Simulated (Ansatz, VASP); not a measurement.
Al3Cu in VASP and in Ansatz

```xyz
4
Lattice="3.3408 0.0000 0.0000 0.0000 4.1889 0.0000 0.0000 0.0000 4.0349" Properties=species:S:1:pos:R:3 pbc="T T T"
Al    0.0000    2.0945    2.0175
Al    1.6704    0.0000    2.0175
Al    1.6704    2.0945    0.0000
Cu    0.0000    0.0000    0.0000
```

Change from the starting cell: strain +e along x and -e along y -0.1100, strain +e along z and -e/2 along x and y +0.0467.

Alike in both runs: task single point; functional LDA; k mesh 10 × 10 × 10; occupations gaussian, width 0.15 eV; no spin polarisation.

|  | VASP | Ansatz |
| --- | --- | --- |
| version | VASP 6.6.1 | Ansatz 0.2.0 |
| potentials or method | VASP PAW LDA potentials, release 64 (Al, Cu), cutoff 520 eV | scalar-relativistic, plane waves, PAW |
| valence electrons in the cell | 20 | 28 |

Ansatz gave:

- gap on the k mesh at the Fermi level (eV): none
- pressure (GPa): 2.4
- traceless stress, the component that is largest in VASP (GPa): 4.70

Problem. Which values does VASP return?

Solution. gap on the k mesh at the Fermi level (eV): none; pressure (GPa): 2.8; traceless stress, the component that is largest in VASP (GPa): 4.67.

Ansatz warns that its potentials were made for another functional, while VASP's fit it. LDA's correlation is that of Perdew and Zunger in VASP and of Perdew and Wang (1992) in Ansatz. A gap of «none» marks a metal or a gap that the smearing closes. VASP's potentials hold 20 valence electrons a cell and Ansatz's 28, so a difference there can come from the potentials and not from the codes.
